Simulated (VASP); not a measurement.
A run of VASP 6.6.1 is set up as follows.

INCAR

```
ALGO = Normal
EDIFF = 1E-6
ENCUT = 520
ISIF = 2
ISMEAR = -1
LASPH = True
LCHARG = False
LREAL = False
LWAVE = False
NBANDS = 8
NELM = 80
PREC = Accurate
SIGMA = 0.1
```

The input KPOINTS:

```
k-points
0
Gamma
  20 20 20
```

Contents of POSCAR:

```
Al
1.0
    0.0000000000      1.9916090303      1.9916090303
    1.9916090303      0.0000000000      1.9916090303
    1.9916090303      1.9916090303      0.0000000000
Al
1
Direct
    0.0000000000      0.0000000000      0.0000000000
```

Potentials or basis: VASP PAW LDA potentials, release 64 (Al).

The run is started by

```bash
$ cat potpaw_LDA.64/Al/POTCAR > POTCAR
$ mpirun -np 1 vasp_std > vasp.out
```

(1) Predict the pressure.

Results:

(1) 0.1 GPa.
